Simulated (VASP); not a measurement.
The system is RbNa2.

```
Rb Na
1.0
     3.88858    0.00000    0.00000
     0.00000    3.88858    0.00000
     0.00000    0.00000   11.21382
Rb Na
2 4
Direct
  0.00000 0.00000 0.00000
  0.50000 0.50000 0.50000
  0.00000 0.50000 0.12500
  0.00000 0.50000 0.62500
  0.50000 0.00000 0.37500
  0.50000 0.00000 0.87500
```

The cell was generated, and may not be a known phase.

```yaml
Program: VASP 6.6.1
Task: relaxation of cell and atoms
Functional: PBE
Potentials_or_basis: VASP PAW PBE potentials, release 64 (Rb_sv, Na_pv)
Cutoff: 600 eV
k_mesh: 4 × 4 × 2
Occupations: gaussian, width 0.1 eV
Spin: no spin polarisation
```

At the start: pressure 15.2 GPa; volume 28.26 Å³/atom.

Question: How do energy, volume and symmetry change on relaxing?

Answer: Over 22 steps the energy falls by 1568.1 meV/atom and the volume is 55.98 Å³/atom (+98.1 %); space group P4_2/nmc (No. 137, to 0.1 Å) before, I4/mmm (No. 139, to 0.1 Å).

The path:
| step | energy change (eV) | largest force (eV/Å) | pressure (GPa) | volume (Å³) |
| --- | --- | --- | --- | --- |
| 1 | 0.0000 | 3.2219 | 15.24 | 169.56 |
| 2 | -5.2008 | 1.5653 | 3.90 | 244.44 |
| 3 | -6.7201 | 1.0945 | 1.62 | 303.76 |
| 4 | -7.8108 | 0.4961 | -0.17 | 449.64 |
| 5 | -7.8211 | 0.4724 | -0.22 | 459.32 |
| 6 | -7.8262 | 0.4556 | -0.26 | 467.15 |
| 7 | -7.9149 | 0.4605 | -0.26 | 457.83 |
| 8 | -8.1869 | 0.4664 | -0.29 | 430.27 |
| 9 | -8.7144 | 0.4076 | -0.24 | 377.06 |
| 10 | -8.8235 | 0.1451 | 1.29 | 278.95 |
| 11 | -9.0397 | 0.2304 | 0.09 | 330.37 |
| 12 | -9.0599 | 0.1094 | 0.41 | 310.27 |
| 13 | -9.0644 | 0.1353 | 0.34 | 314.42 |
| 14 | -9.1282 | 0.0838 | -0.01 | 337.75 |
| 15 | -9.1384 | 0.0732 | -0.14 | 349.72 |
| 16 | -9.2109 | 0.0960 | -0.17 | 353.50 |
| 17 | -9.3200 | 0.1297 | -0.21 | 360.06 |
| 18 | -9.3237 | 0.1199 | -0.19 | 360.47 |
| 19 | -9.3555 | 0.0632 | -0.01 | 345.86 |
| 20 | -9.3557 | 0.0596 | -0.02 | 344.90 |
| 21 | -9.4047 | 0.0272 | 0.03 | 338.49 |
| 22 | -9.4088 | 0.0178 | 0.06 | 335.87 |

Final structure:
```
Rb Na
1.0
     4.90837    0.00000    0.00000
     0.00000    4.90837    0.00000
     0.00000    0.00000   13.94114
Rb Na
2 4
Direct
  0.00000 0.00000 0.00000
  0.50000 0.50000 0.50000
  0.00000 0.50000 0.24669
  0.00000 0.50000 0.74669
  0.50000 0.00000 0.25331
  0.50000 0.00000 0.75331
```

Caveat: the k points lie up to 0.32 Å⁻¹ apart in the final cell, too coarse for converged energies and pressures of a metal; the volume moved by over 15 % at a fixed basis, so the end points are rough.
